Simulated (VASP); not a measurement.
Crystal: Ge2Sb2O.

```xyz
5
Lattice="3.0638 0.0000 0.0000 0.0000 3.0638 0.0000 0.0000 0.0000 11.2531" Properties=species:S:1:pos:R:3 pbc="T T T"
Ge    1.5319    1.5319    5.6265
Ge    1.5319    1.5319    0.0000
Sb    1.5319    1.5319    8.4292
Sb    1.5319    1.5319    2.8239
O     0.0000    0.0000    0.0000
```

The cell was built from a structure type or drawn by symmetry, and may not be a known phase.

| Property | Result |
| --- | --- |
| Program | VASP 6.6.1 |
| Task | relaxation of cell and atoms |
| Functional | PBE |
| Potentials or basis | VASP PAW PBE potentials, release 64 (Ge_d, Sb, O) |
| Cutoff | 600 eV |
| k mesh | 6 × 6 × 2 |
| Occupations | gaussian, width 0.1 eV |
| Spin | no spin polarisation |

At the start: pressure 1.0 GPa; volume 21.13 Å³/atom.

Task: Where does the relaxation end?

Result: Over 9 steps the energy falls by 24.0 meV/atom and the volume is 21.51 Å³/atom (+1.8 %); space group P4/mmm (No. 123, to 0.1 Å) before and after.

Step by step:
| step | energy change (eV) | largest force (eV/Å) | pressure (GPa) | volume (Å³) |
| --- | --- | --- | --- | --- |
| 1 | 0.0000 | 0.3862 | 0.98 | 105.63 |
| 2 | -0.1149 | 0.1400 | 0.09 | 107.52 |
| 3 | -0.1152 | 0.1477 | 0.10 | 107.43 |
| 4 | -0.1152 | 0.1510 | 0.11 | 107.40 |
| 5 | -0.1171 | 0.1188 | -0.05 | 107.61 |
| 6 | -0.1182 | 0.0224 | -0.50 | 108.22 |
| 7 | -0.1186 | 0.0546 | -0.37 | 108.02 |
| 8 | -0.1197 | 0.0271 | -0.19 | 107.78 |
| 9 | -0.1201 | 0.0025 | 0.00 | 107.53 |

Final structure:
```cif
data_structure
_symmetry_space_group_name_H-M 'P 1'
_symmetry_Int_Tables_number 1
_cell_length_a 3.0317
_cell_length_b 3.0317
_cell_length_c 11.6993
_cell_angle_alpha 90.000
_cell_angle_beta 90.000
_cell_angle_gamma 90.000
_cell_volume 107.53
loop_
_atom_site_label
_atom_site_type_symbol
_atom_site_fract_x
_atom_site_fract_y
_atom_site_fract_z
_atom_site_occupancy
Ge1 Ge 0.50000 0.50000 0.50000 1
Ge2 Ge 0.50000 0.50000 0.00000 1
Sb1 Sb 0.50000 0.50000 0.75335 1
Sb2 Sb 0.50000 0.50000 0.24665 1
O1 O 0.00000 0.00000 0.00000 1
```
